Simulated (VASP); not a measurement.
# Pd (Im-3m) in VASP: further runs

The runs below take Pd through single point, with PBE.

Program: VASP 6.6.1. These are calculated values, not measurements. Logs are shortened: lines on timing, memory, paths and dates and some standing lists are left out, and cuts for length are marked.

### Step 1. The cell of the first run

It takes space group Im-3m (No. 229, cubic). Conventional cell: a = 2.884 Å, b = 2.884 Å, c = 2.884 Å, α = 90.00°, β = 90.00°, γ = 90.00°. Within 3.3 Å of Pd (site symmetry m-3m) lie 14 Pd at 2.50 to 2.88 Å.

This isn't the form of Pd at room conditions, which is fcc.

### Step 2. Single point, PBE

The input, INCAR:

```
SYSTEM = Pd
PREC = Accurate
ENCUT = 520
EDIFF = 1E-6
ISMEAR = -1
SIGMA = 0.05
LREAL = .False.
LASPH = .True.
NELM = 80
ALGO = Normal
ISIF = 2
LWAVE = .False.
LCHARG = .False.
GGA = PE
NBANDS = 11
```

The input, KPOINTS:

```
regular mesh
0
Gamma
  19 19 19
  0 0 0
```

The input, POSCAR:

```
Pd
1.0
   -1.4422078592      1.4422078592      1.4422078592
    1.4422078592     -1.4422078592      1.4422078592
    1.4422078592      1.4422078592     -1.4422078592
Pd
1
Direct
    0.0000000000      0.0000000000      0.0000000000
```

Potentials or basis: VASP PAW PBE potentials, release 64 (Pd).

Run with:

```bash
$ cat potpaw_PBE.64/Pd/POTCAR > POTCAR
$ mpirun -np 1 vasp_std > vasp.out
```

OUTCAR:

```text
SYSTEM = Pd
   PREC = Accurate
   ENCUT = 520
   EDIFF = 1E-6
   ISMEAR = -1
   LREAL = .False.
   LASPH = .True.
   NELM = 80
   ISIF = 2
   GGA = PE

 ion  position               nearest neighbor table
   1  0.000  0.000  0.000-

  LATTYP: Found a body centered cubic cell.
 ALAT       =     2.8844157184

  Lattice vectors:

 A1 = (  -1.4422078592,   1.4422078592,   1.4422078592)
 A2 = (   1.4422078592,  -1.4422078592,   1.4422078592)
 A3 = (   1.4422078592,   1.4422078592,  -1.4422078592)

Analysis of symmetry for initial positions (statically):
=====================================================================
 Subroutine PRICEL returns:
 Original cell was already a primitive cell.

 Routine SETGRP: Setting up the symmetry group for a
 body centered cubic supercell.

 Subroutine GETGRP returns: Found 48 space group operations
 (whereof 48 operations were pure point group operations)
 out of a pool of 48 trial point group operations.

The static configuration has the point symmetry O_h .

Analysis of symmetry for dynamics (positions and initial velocities):
=====================================================================
 Subroutine PRICEL returns:
 Original cell was already a primitive cell.

 Routine SETGRP: Setting up the symmetry group for a
 body centered cubic supercell.

 Subroutine GETGRP returns: Found 48 space group operations
 (whereof 48 operations were pure point group operations)
 out of a pool of 48 trial point group operations.

The dynamic configuration has the point symmetry O_h .

 Subroutine INISYM returns: Found 48 space group operations
 (whereof 48 operations are pure point group operations),
 and found     1 'primitive' translations

----------------------------------------------------------------------------------------

                                     Primitive cell

  volume of cell :      11.9990

  direct lattice vectors                    reciprocal lattice vectors
    -1.442207859  1.442207859  1.442207859     0.000000000  0.346690664  0.346690664
     1.442207859 -1.442207859  1.442207859     0.346690664  0.000000000  0.346690664
     1.442207859  1.442207859 -1.442207859     0.346690664  0.346690664  0.000000000

  length of vectors
     2.497977287  2.497977287  2.497977287     0.490294639  0.490294639  0.490294639

  position of ions in fractional coordinates (direct lattice)
     0.000000000  0.000000000  0.000000000

  ion indices of the primitive-cell ions
   primitive index   ion index
                 1           1

----------------------------------------------------------------------------------------

 KPOINTS: regular mesh

Automatic generation of k-mesh.
 Grid dimensions read from file:
 generate k-points for:   19   19   19

 Generating k-lattice:

  Cartesian coordinates                     Fractional coordinates (reciprocal lattice)
     0.000000000  0.018246877  0.018246877     0.052631579  0.000000000  0.000000000
     0.018246877  0.000000000  0.018246877     0.000000000  0.052631579  0.000000000
     0.018246877  0.018246877  0.000000000     0.000000000  0.000000000  0.052631579

  Length of vectors
     0.025804981  0.025804981  0.025804981

  Shift w.r.t. Gamma in fractional coordinates (k-lattice)
     0.000000000  0.000000000  0.000000000

 Subroutine IBZKPT returns following result:
 ===========================================

 Found    220 irreducible k-points:

 Following reciprocal coordinates:
            Coordinates               Weight
  0.000000  0.000000  0.000000      1.000000
  0.052632  0.000000  0.000000     12.000000
  0.105263  0.000000  0.000000     12.000000
  0.157895  0.000000  0.000000     12.000000
  0.210526  0.000000  0.000000     12.000000
  0.263158  0.000000  0.000000     12.000000
[... 16 lines left out ...]
  0.263158  0.105263  0.000000     48.000000
  0.315789  0.105263  0.000000     48.000000
 [... further k-points ...]
   k-points           NKPTS =    220   k-points in BZ     NKDIM =    220   number of bands    NBANDS=     11
   number of dos      NEDOS =    301   number of ions     NIONS =      1
   total plane-waves  NPLWV =   8000
   dimension x,y,z NGX =    20 NGY =   20 NGZ =   20
   dimension x,y,z NGXF=    40 NGYF=   40 NGZF=   40
   ions per type =               1
   NGX,Y,Z   is equivalent  to a cutoff of  13.31, 13.31, 13.31 a.u.
   NGXF,Y,Z  is equivalent  to a cutoff of  26.62, 26.62, 26.62 a.u.
 SYSTEM =  Pd
   PREC   = accura    normal or accurate (medium, high low for compatibility)
   ISTART =      0    job   : 0-new  1-cont  2-samecut
   ICHARG =      2    charge: 1-file 2-atom 10-const
   ISPIN  =      1    spin polarized calculation?
   LNONCOLLINEAR =      F non collinear calculations
   LSORBIT =      F    spin-orbit coupling
   LASPH  =      T    aspherical Exc in radial PAW
   ENCUT  =  520.0 eV  38.22 Ry    6.18 a.u.   4.64  4.64  4.64*2*pi/ulx,y,z
   NELM   =     80;   NELMIN=  2; NELMDL= -5     # of ELM steps
   EDIFF  = 0.1E-05   stopping-criterion for ELM
   LREAL  =      F    real-space projection
   EDIFFG = 0.1E-04   stopping-criterion for IOM
   NSW    =      0    number of steps for IOM
   IBRION =     -1    ionic relax: 0-MD 1-quasi-New 2-CG
   NFREE  =      0    steps in history (QN), initial steepest desc. (CG)
   ISIF   =      2    stress and relaxation
   ISYM   =      2    0-nonsym 1-usesym 2-fastsym
   POTIM  = 0.5000    time-step for ionic-motion
   TEBEG  =    0.0;   TEEND  =   0.0 temperature during run
   PSTRESS=    0.0 pullay stress
   NELECT =      10.0000    total number of electrons
   NUPDOWN=      -1.0000    fix difference up-down
   EMIN   =  10.00;   EMAX   =-10.00  energy-range for DOS
   EFERMI =   0.00;   METHOD = LEGACY
   ISMEAR =    -1;   SIGMA  =   0.05  broadening in eV -4-tet -1-fermi 0-gaus
   EFERMI_NEDOS =   21; number of points for ismear=-14 and -15
   IALGO  =     38    algorithm
   IMIX   =      4    mixing-type and parameters
     AMIX     =   0.40;   BMIX     =  1.00
     AMIX_MAG =   1.60;   BMIX_MAG =  1.00
  volume/ion in A,a.u.               =      12.00        80.97
  Fermi-wavevector in a.u.,A,eV,Ry     =   1.540613  2.911337 32.293283  2.373489
  Thomas-Fermi vector in A             =   2.646676
   LORBIT       =      0    0 simple, 1 ext, 2 COOP (PROOUT), +10 PAW based schemes
   GGA     = PE    functional components
   LHFCALC =     F    Hartree Fock is set to
   AEXX    =    0.0000 exact exchange contribution
   IVDW    =     0    specifies the selected vdW correction
   LEPSILON=     F    determine dielectric tensor
   LRPA    =     F    only Hartree local field effects (RPA)
 non-spin polarized calculation
  energy-cutoff  :      520.00
  volume of cell :       12.00
 maximum number of plane-waves:       335
   NGX =  9   NGY =  9   NGZ =  9

 number of electron      10.0000000 magnetization

 Free energy of the ion-electron system (eV)
  ---------------------------------------------------
  ext. energy  EPLUGINS =         0.00000000
  ---------------------------------------------------
  free energy    TOTEN  =        -4.50694323 eV

  energy without entropy =       -4.49813781  energy(sigma->0) =       -4.50254052

 E-fermi :  13.6811     XC(G=0): -14.5074

 val. band max:       13.6772792394   @ k =  -0.4211   0.4211   0.3684
 cond. band min:      13.6866741331   @ k =  -0.2632   0.2632   0.1579
 fundamental gap:      0.0093948937
 Fermi energy:        13.6810922618

 k-point     1 :       0.0000    0.0000    0.0000
  band No.  band energies     occupation
      1       4.8582      2.00000
      2       9.6232      2.00000
      3       9.6232      2.00000
      4       9.6232      2.00000
      5      12.3306      2.00000
      6      12.3306      2.00000
      7      33.3008      0.00000
      8      33.3008      0.00000
      9      33.3008      0.00000
     10      39.1904      0.00000
     11      44.5097      0.00000

 k-point     2 :       0.0526    0.0000    0.0000
  band No.  band energies     occupation
      1       4.9875      2.00000
      2       9.5706      2.00000
      3       9.6234      2.00000
      4       9.7268      2.00000
      5      12.2634      2.00000
      6      12.3342      2.00000
      7      33.3563      0.00000
      8      33.3686      0.00000
      9      33.4876      0.00000
     10      39.1871      0.00000
     11      43.3484      0.00000

 k-point     3 :       0.1053    0.0000    0.0000
  band No.  band energies     occupation
      1       5.3595      2.00000
      2       9.4212      2.00000
      3       9.6202      2.00000
      4      10.0327      2.00000
      5      12.1001      2.00000
      6      12.3464      2.00000
      7      33.4504      0.00000
      8      33.4550      0.00000
      9      34.0344      0.00000
     10      39.1739      0.00000
     11      41.8045      0.00000

 k-point     4 :       0.1579    0.0000    0.0000
  band No.  band energies     occupation
      1       5.9139      2.00000
      2       9.1980      2.00000
      3       9.6233      2.00000
      4      10.5257      2.00000
      5      11.9348      2.00000
      6      12.3713      2.00000
      7      33.2279      0.00000
      8      33.3629      0.00000
      9      34.9010      0.00000
     10      39.1474      0.00000
     11      40.8055      0.00000
[... 239 lines left out ...]
 k-point    22 :       0.2105    0.1053    0.0000
  band No.  band energies     occupation
      1       7.2045      2.00000
      2       8.7267      2.00000
      3       9.5821      2.00000
      4      11.7187      2.00000
      5      12.4812      2.00000
      6      12.8147      2.00000
      7      30.8069      0.00000
      8      31.8394      0.00000
      9      36.4293      0.00000
     10      37.5309      0.00000
     11      39.2654      0.00000

 k-point    23 :       0.2632    0.1053    0.0000
  band No.  band energies     occupation
      1       7.2305      2.00000
      2       8.4750      2.00000
      3      10.2531      2.00000
      4      11.8577      2.00000
      5      12.7081      2.00000
      6      13.7500      0.40272
      7      28.8478      0.00000
      8      30.9227      0.00000
      9      35.5861      0.00000
     10      38.0887      0.00000
     11      39.2237      0.00000

 k-point    24 :       0.3158    0.1053    0.0000
  band No.  band energies     occupation
      1       7.0685      2.00000
      2       8.2741      2.00000
      3      11.0228      2.00000
      4      12.0658      2.00000
      5      12.8843      2.00000
      6      14.8720      0.00000
      7      26.8098      0.00000
      8      30.1112      0.00000
      9      34.3285      0.00000
     10      39.1170      0.00000
     11      39.3473      0.00000

 [... further k-points ...]

------------------------ aborting loop because EDIFF is reached ----------------------------------------

  FORCE on cell =-STRESS in cart. coord.  units (eV):
  Direction    XX          YY          ZZ          XY          YZ          ZX
  --------------------------------------------------------------------------------------
  -------------------------------------------------------------------------------------
  Total        6.0925876      6.0925876      6.0925876      0.0000000      0.0000000     -0.0000000
  in kB      813.5210527    813.5210527    813.5210527      0.0000000      0.0000000     -0.0000000
  external PRESSURE =     813.5210527 kB  Pullay stress =       0.0000000 kB

 VOLUME and BASIS-vectors are now :
 -----------------------------------------------------------------------------
  energy-cutoff  :      520.00
  volume of cell :       12.00
      direct lattice vectors                 reciprocal lattice vectors
    -1.442207859  1.442207859  1.442207859     0.000000000  0.346690664  0.346690664
     1.442207859 -1.442207859  1.442207859     0.346690664  0.000000000  0.346690664
     1.442207859  1.442207859 -1.442207859     0.346690664  0.346690664  0.000000000

 POSITION                                       TOTAL-FORCE (eV/Angst)
 -----------------------------------------------------------------------------------
      0.00000      0.00000      0.00000         0.000000     -0.000000      0.000000
 -----------------------------------------------------------------------------------
    total drift:                                0.000000     -0.000000      0.000000

  FREE ENERGIE OF THE ION-ELECTRON SYSTEM (eV)
  ---------------------------------------------------
  free  energy   TOTEN  =        -4.5069432265 eV

  energy  without entropy=       -4.4981378139  energy(sigma->0) =       -4.50254052
```

Wall time 35 s (1 thread of Intel Xeon 8259CL, shared host); peak memory 0.15 GiB.

Results:

```
Free energy            : -4.5069 eV
Pressure               : 81.4 GPa
Band gap on the k mesh : zero (bands 5 and 6 overlap by 2.37 eV)
```

Caveat: the cell stands under pressure.

### Step 3. Single point, PBE

The input, INCAR:

```
SYSTEM = Pd
PREC     = Accurate       ! precision mode
ENCUT    = 520            ! plane-wave cutoff, eV
EDIFF    = 1E-7           ! SCF threshold, eV
ISMEAR   = -1             ! smearing method
SIGMA    = 0.05           ! smearing width, eV
LREAL    = .False.        ! projectors in reciprocal space
LASPH    = .True.         ! aspherical terms in the spheres
NELM     = 100            ! most SCF steps
ALGO     = Normal         ! electronic algorithm
ISIF     = 2              ! what is computed and relaxed
LWAVE    = .False.        ! write WAVECAR
LCHARG   = .True.         ! write CHGCAR
GGA      = PE             ! functional
LELF     = .True.         ! ELF
LVHAR    = .True.       
NBANDS   = 11             ! bands
```

KPOINTS is that of step 2.

The input, POSCAR:

```
Pd
1.0
   -1.4422480404      1.4422480404      1.4422480404
    1.4422480404     -1.4422480404      1.4422480404
    1.4422480404      1.4422480404     -1.4422480404
Pd
1
Direct
    0.0000000000      0.0000000000      0.0000000000
```

Potentials or basis: VASP PAW PBE potentials, release 64 (Pd).

Run with:

```bash
$ cat potpaw_PBE.64/Pd/POTCAR > POTCAR
$ mpirun -np 1 vasp_std > vasp.out
```

Run time: 37 s. Hardware: 1 thread of Intel Xeon 8259CL, shared host; peak memory 0.15 GiB.

It converged, with:

| Item | Value |
| --- | --- |
| Free energy | -4.5075 eV |
| Pressure | 81.3 GPa |
| Band gap on the k mesh | zero (bands 5 and 6 overlap by 2.37 eV) |

Levels at points of the mesh, in eV from the Fermi level:
```
           k point  band 2  band 3  band 4  band 5  band 6  band 7  band 8  band 9
(0.00, 0.00, 0.00)   -4.06   -4.06   -4.06   -1.35   -1.35   19.62   19.62   19.62
```

Caveat: the cell stands under pressure.
